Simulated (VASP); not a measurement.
# BaCrF6 (R-3m) in VASP: notebook

Runs on BaCrF6. Level: LDA+U. Tasks: single point.

All numbers are computed with VASP 6.6.1; they aren't measurements. Logs are shortened: lines on timing, memory, paths and dates and some standing lists are left out, and cuts for length are marked.

## 1. The cell of the first run

It takes space group R-3m (No. 166, trigonal). Conventional cell: a = 7.328 Å, b = 7.328 Å, c = 7.137 Å, α = 90.00°, β = 90.00°, γ = 120.00°. Within 3.6 Å of Ba (site symmetry -3m) lie 12 F at 2.70 to 3.00 Å and 2 Cr at 3.57 Å. Within 2.4 Å of Cr (site symmetry -3m) lie 6 F at 1.83 Å. Within 2.4 Å of F (site symmetry m) lie 1 Cr at 1.83 Å.

## 2. Single point, LDA+U, collinear spin, ferromagnetic start

Contents of INCAR:

```
PREC     = Accurate       # precision mode
ENCUT    = 520            # plane-wave cutoff, eV
EDIFF    = 1E-6           # SCF threshold, eV
ISMEAR   = 0              # smearing method
SIGMA    = 0.05           # smearing width, eV
LREAL    = False          # projectors in reciprocal space
LASPH    = True           # aspherical terms in the spheres
NELM     = 150            # most SCF steps
ALGO     = Normal         # electronic algorithm
ISIF     = 2              # what is computed and relaxed
LWAVE    = False          # write WAVECAR
LCHARG   = False          # write CHGCAR
ISPIN    = 2              # spin polarisation
MAGMOM   = 0 2 0 0 0 0 0 0 # initial moments
LORBIT   = 11             # projections on sites
LMAXMIX  = 4              # l up to which the mixer works
LDAU     = True           # DFT+U
LDAUTYPE = 1            
LDAUL    = -1 2 -1        # shell
LDAUU    = 0 4 0          # U, eV
LDAUJ    = 0 0.5 0      
LDAUPRINT= 1            
GGA      = CA             # functional
NBANDS   = 46             # bands
```

Contents of KPOINTS:

```
regular mesh
0
Gamma
  4 4 4
```

Contents of POSCAR:

```
BaCrF6
1.0
    3.6639988200      2.1154107000      2.3789998200
   -3.6639988200      2.1154107000      2.3789998200
    0.0000000000     -4.2308214000      2.3789998200
Ba Cr F
1 1 6
Direct
    0.5000000000      0.5000000000      0.5000000000
    0.0000000000      0.0000000000      0.0000000000
    0.2600000000      0.8970000000      0.2600000000
    0.2600000000      0.2600000000      0.8970000000
    0.8970000000      0.2600000000      0.2600000000
    0.7400000000      0.1030000000      0.7400000000
    0.1030000000      0.7400000000      0.7400000000
    0.7400000000      0.7400000000      0.1030000000
```

Potentials or basis: VASP PAW LDA potentials, release 64 (Ba_sv, Cr_pv, F).

Launch:

```bash
> cat potpaw_LDA.64/Ba_sv/POTCAR potpaw_LDA.64/Cr_pv/POTCAR potpaw_LDA.64/F/POTCAR > POTCAR
> mpirun -np 1 vasp_std > vasp.out
```

OUTCAR:

```text
PREC = Accurate
   ENCUT = 520
   EDIFF = 1E-6
   ISMEAR = 0
   LREAL = False
   LASPH = True
   NELM = 150
   ISIF = 2
   ISPIN = 2
   LORBIT = 11
   GGA = CA

 ion  position               nearest neighbor table
   1  0.500  0.500  0.500-   4 2.70   8 2.70   5 2.70   6 2.70   7 2.70   3 2.70   8 3.00   4 3.00
                             7 3.00   6 3.00   3 3.00   5 3.00   2 3.57   2 3.57
   2  0.000  0.000  0.000-   4 1.83   8 1.83   5 1.83   6 1.83   7 1.83   3 1.83   1 3.57   1 3.57

   3  0.260  0.897  0.260-   2 1.83   1 2.70   1 3.00
   4  0.260  0.260  0.897-   2 1.83   1 2.70   1 3.00
   5  0.897  0.260  0.260-   2 1.83   1 2.70   1 3.00
   6  0.740  0.103  0.740-   2 1.83   1 2.70   1 3.00
   7  0.103  0.740  0.740-   2 1.83   1 2.70   1 3.00
   8  0.740  0.740  0.103-   2 1.83   1 2.70   1 3.00

  LATTYP: Found a trigonal (rhomboedric) cell.
 ALAT       =     4.8538118899
 COS(alpha) =    -0.1396585720

  Lattice vectors:

 A1 = (   3.6639988200,   2.1154107000,   2.3789998200)
 A2 = (  -3.6639988200,   2.1154107000,   2.3789998200)
 A3 = (   0.0000000000,  -4.2308214000,   2.3789998200)

Analysis of symmetry for initial positions (statically):
=====================================================================
 Subroutine PRICEL returns:
 Original cell was already a primitive cell.

 Routine SETGRP: Setting up the symmetry group for a
 trigonal (rhombohedral) supercell.

 Subroutine GETGRP returns: Found 12 space group operations
 (whereof 12 operations were pure point group operations)
 out of a pool of 12 trial point group operations.

The static configuration has the point symmetry D_3d.

Analysis of symmetry for dynamics (positions and initial velocities):
=====================================================================
 Subroutine PRICEL returns:
 Original cell was already a primitive cell.

 Routine SETGRP: Setting up the symmetry group for a
 trigonal (rhombohedral) supercell.

 Subroutine GETGRP returns: Found 12 space group operations
 (whereof 12 operations were pure point group operations)
 out of a pool of 12 trial point group operations.

The dynamic configuration has the point symmetry D_3d.

Analysis of structural, dynamic, and magnetic symmetry:
=====================================================================
 Subroutine PRICEL returns:
 Original cell was already a primitive cell.

 Routine SETGRP: Setting up the symmetry group for a
 trigonal (rhombohedral) supercell.

 Subroutine GETGRP returns: Found 12 space group operations
 (whereof 12 operations were pure point group operations)
 out of a pool of 12 trial point group operations.

The overall configuration has the point symmetry D_3d.

 Subroutine INISYM returns: Found 12 space group operations
 (whereof 12 operations are pure point group operations),
 and found     1 'primitive' translations

----------------------------------------------------------------------------------------

                                     Primitive cell

  volume of cell :     110.6358

  direct lattice vectors                    reciprocal lattice vectors
     3.663998820  2.115410700  2.378999820     0.136462926  0.078786907  0.140114905
    -3.663998820  2.115410700  2.378999820    -0.136462926  0.078786907  0.140114905
     0.000000000 -4.230821400  2.378999820     0.000000000 -0.157573815  0.140114905

  length of vectors
     4.853811896  4.853811896  4.853811890     0.210859416  0.210859416  0.210859417

  position of ions in fractional coordinates (direct lattice)
     0.500000000  0.500000000  0.500000000
     0.000000000  0.000000000  0.000000000
     0.260000000  0.897000000  0.260000000
     0.260000000  0.260000000  0.897000000
[... 104 lines left out ...]
   GGA     = CA    functional components
   LHFCALC =     F    Hartree Fock is set to
   AEXX    =    0.0000 exact exchange contribution
   IVDW    =     0    specifies the selected vdW correction
   LEPSILON=     F    determine dielectric tensor
   LRPA    =     F    only Hartree local field effects (RPA)
 spin polarized calculation
 Gauss-broadening in eV      SIGMA  =   0.05
  energy-cutoff  :      520.00
  volume of cell :      110.64
 maximum number of plane-waves:      3020
   NGX = 19   NGY = 19   NGZ = 19

atom =   2  type =  2  l = 2

 onsite density matrix

spin component  1

  0.5734 -0.0000  0.0000  0.1267  0.0000
 -0.0000  0.4550 -0.0000  0.0000  0.1267
  0.0000 -0.0000  0.9735  0.0000 -0.0000
  0.1267  0.0000  0.0000  0.4550 -0.0000
  0.0000  0.1267 -0.0000 -0.0000  0.5734

spin component  2

  0.1970 -0.0000  0.0000 -0.1037 -0.0000
 -0.0000  0.2444  0.0000 -0.0000 -0.1037
  0.0000  0.0000  0.0975 -0.0000 -0.0000
 -0.1037 -0.0000 -0.0000  0.2444  0.0000
 -0.0000 -0.1037 -0.0000  0.0000  0.1970

 occupancies and eigenvectors

  o =  0.0975  v =  0.0000  0.0000  0.0000  0.0000  0.0000  0.0000  0.0000  1.0000  0.0000  0.0000      0.0000  0.0000  0.0000  0.0000  0.0000  0.0000  0.0000  0.0000  0.0000  0.0000
  o =  0.1143  v =  0.0000  0.0000  0.0000  0.0000  0.0000  0.0000 -0.6234  0.0000  0.0000 -0.7819      0.0000  0.0000  0.0000  0.0000  0.0000  0.0000  0.0000  0.0000  0.0000  0.0000
  o =  0.1143  v =  0.0000  0.0000  0.0000  0.0000  0.0000 -0.7819 -0.0000  0.0000 -0.6234 -0.0000      0.0000  0.0000  0.0000  0.0000  0.0000  0.0000  0.0000  0.0000  0.0000  0.0000
  o =  0.3270  v =  0.0000  0.0000  0.0000  0.0000  0.0000  0.0000  0.7819  0.0000 -0.0000 -0.6234      0.0000  0.0000  0.0000  0.0000  0.0000  0.0000  0.0000  0.0000  0.0000  0.0000
  o =  0.3270  v =  0.0000  0.0000  0.0000  0.0000  0.0000  0.6234 -0.0000  0.0000 -0.7819 -0.0000      0.0000  0.0000  0.0000  0.0000  0.0000  0.0000  0.0000  0.0000  0.0000  0.0000
  o =  0.3743  v = -0.0000  0.8436 -0.0000  0.0000 -0.5370  0.0000  0.0000  0.0000  0.0000  0.0000      0.0000  0.0000  0.0000  0.0000  0.0000  0.0000  0.0000  0.0000  0.0000  0.0000
  o =  0.3743  v = -0.5370 -0.0000  0.0000  0.8436  0.0000  0.0000  0.0000  0.0000  0.0000  0.0000      0.0000  0.0000  0.0000  0.0000  0.0000  0.0000  0.0000  0.0000  0.0000  0.0000
  o =  0.6540  v = -0.0000 -0.5370 -0.0000 -0.0000 -0.8436  0.0000  0.0000  0.0000  0.0000  0.0000      0.0000  0.0000  0.0000  0.0000  0.0000  0.0000  0.0000  0.0000  0.0000  0.0000
  o =  0.6540  v =  0.8436 -0.0000 -0.0000  0.5370 -0.0000  0.0000  0.0000  0.0000  0.0000  0.0000      0.0000  0.0000  0.0000  0.0000  0.0000  0.0000  0.0000  0.0000  0.0000  0.0000
  o =  0.9735  v =  0.0000 -0.0000  1.0000 -0.0000 -0.0000  0.0000  0.0000  0.0000  0.0000  0.0000      0.0000  0.0000  0.0000  0.0000  0.0000  0.0000  0.0000  0.0000  0.0000  0.0000

 number of electron      64.0000069 magnetization       2.0000089

 Free energy of the ion-electron system (eV)
  ---------------------------------------------------
  ext. energy  EPLUGINS =         0.00000000
  ---------------------------------------------------
  free energy    TOTEN  =       -48.10990876 eV

  energy without entropy =      -48.10087006  energy(sigma->0) =      -48.10538941

 E-fermi :  -0.0696     XC(G=0): -10.3719

 val. band max:       -0.0746858437   @ k =   0.5000   0.5000   0.2500
 cond. band min:      -0.0684038732   @ k =  -0.2500   0.2500   0.2500
 fundamental gap:      0.0062819705
 Fermi energy:        -0.0696237972

 spin component 1

 k-point     1 :       0.0000    0.0000    0.0000
  band No.  band energies     occupation
      1     -44.4798      1.00000
      2     -44.4798      1.00000
      3     -44.3113      1.00000
      4     -24.7904      1.00000
      5     -21.9556      1.00000
      6     -21.3093      1.00000
[... 600 lines left out ...]
     43      11.8636      0.00000
     44      11.8636      0.00000
 Fermi energy:        -0.0696237972

 spin component 2

 k-point     1 :       0.0000    0.0000    0.0000
  band No.  band energies     occupation
      1     -42.5208      1.00000
      2     -42.5208      1.00000
      3     -42.1208      1.00000
      4     -24.7905      1.00000
      5     -21.9581      1.00000
      6     -21.3134      1.00000
[... 600 lines left out ...]
     43      11.8841      0.00000
     44      11.8841      0.00000
 [bands above 44 left out]

------------------------ aborting loop because EDIFF is reached ----------------------------------------

  FORCE on cell =-STRESS in cart. coord.  units (eV):
  Direction    XX          YY          ZZ          XY          YZ          ZX
  --------------------------------------------------------------------------------------
  -------------------------------------------------------------------------------------
  Total       -3.0762981     -3.0762981      0.2817913      0.0000000     -0.0000000      0.0000000
  in kB      -44.5495498    -44.5495496      4.0807727      0.0000000     -0.0000000      0.0000000
  external PRESSURE =     -28.3394422 kB  Pullay stress =       0.0000000 kB

 VOLUME and BASIS-vectors are now :
 -----------------------------------------------------------------------------
  energy-cutoff  :      520.00
  volume of cell :      110.64
      direct lattice vectors                 reciprocal lattice vectors
     3.663998820  2.115410700  2.378999820     0.136462926  0.078786907  0.140114905
    -3.663998820  2.115410700  2.378999820    -0.136462926  0.078786907  0.140114905
     0.000000000 -4.230821400  2.378999820     0.000000000 -0.157573815  0.140114905

 POSITION                                       TOTAL-FORCE (eV/Angst)
 -----------------------------------------------------------------------------------
      0.00000      0.00000      3.56850         0.000000     -0.000000     -0.000000
      0.00000      0.00000      0.00000         0.000000     -0.000000     -0.000000
     -2.33397      1.34752      3.37104        -0.284217      0.164093      0.548612
      0.00000     -2.69503      3.37104         0.000000     -0.328185      0.548612
      2.33397      1.34752      3.37104         0.284217      0.164093      0.548612
      2.33397     -1.34752      3.76596         0.284217     -0.164093     -0.548612
     -2.33397     -1.34752      3.76596        -0.284217     -0.164093     -0.548612
      0.00000      2.69503      3.76596         0.000000      0.328185     -0.548612
 -----------------------------------------------------------------------------------
    total drift:                               -0.000000      0.000000     -0.000000

  FREE ENERGIE OF THE ION-ELECTRON SYSTEM (eV)
  ---------------------------------------------------
  free  energy   TOTEN  =       -48.1099087598 eV

  energy  without entropy=      -48.1008700614  energy(sigma->0) =      -48.10538941

 total charge

# of ion       s       p       d       tot
------------------------------------------
    1        1.985   5.626   0.172   7.784
    2        0.367   6.497   3.969  10.833
    3        1.733   4.328   0.000   6.060
    4        1.733   4.328   0.000   6.060
    5        1.733   4.328   0.000   6.060
    6        1.733   4.328   0.000   6.060
    7        1.733   4.328   0.000   6.060
    8        1.733   4.328   0.000   6.060
--------------------------------------------------
tot         12.748  38.089   4.142  54.979

 magnetization (x)

# of ion       s       p       d       tot
------------------------------------------
    1        0.000  -0.001   0.001   0.000
    2        0.020   0.017   2.048   2.085
    3       -0.000  -0.021   0.000  -0.021
    4       -0.000  -0.021   0.000  -0.021
    5       -0.000  -0.021   0.000  -0.021
    6       -0.000  -0.021   0.000  -0.021
    7       -0.000  -0.021   0.000  -0.021
    8       -0.000  -0.021   0.000  -0.021
--------------------------------------------------
tot          0.019  -0.107   2.049   1.961
```

It took 7.1 min on 1 thread of Oxide Virtual Turin-like, shared host; peak memory 0.22 GiB.

What came out:

| Quantity | Value |
| --- | --- |
| Free energy | -48.1099 eV |
| Pressure | -2.8 GPa |
| Largest force | 0.639 eV/Å |
| Band gap on the k mesh | zero (filled and empty bands overlap) |
| Net moment | 2.00 μB per cell |
| Site moments | Ba +0.00; Cr +2.08; F -0.02 μB |
| Valence electrons inside the program's atomic spheres | Ba 7.78; Cr 10.83; F 6.06 |

Forces on the atoms (eV/Å):
```
Ba   0.000  0.000  0.000
Cr   0.000  0.000  0.000
F   -0.284  0.164  0.549
F    0.000 -0.328  0.549
F    0.284  0.164  0.549
F    0.284 -0.164 -0.549
F   -0.284 -0.164 -0.549
F    0.000  0.328 -0.549
```

Eigenvalues of the final occupation matrices:
```
    site  spin  trace               eigenvalues
site 2 d     1   3.03  0.37 0.37 0.65 0.65 0.97
site 2 d     2   0.98  0.10 0.11 0.11 0.33 0.33
```

Caveat: spin-orbit coupling is left out, which moves the levels of the heavy elements; a cell with one magnetic atom can't hold antiferromagnetic order, which such compounds often take. The state reached can hang on the start; a lower one may exist.

(Part 1 of 2 ends here.)
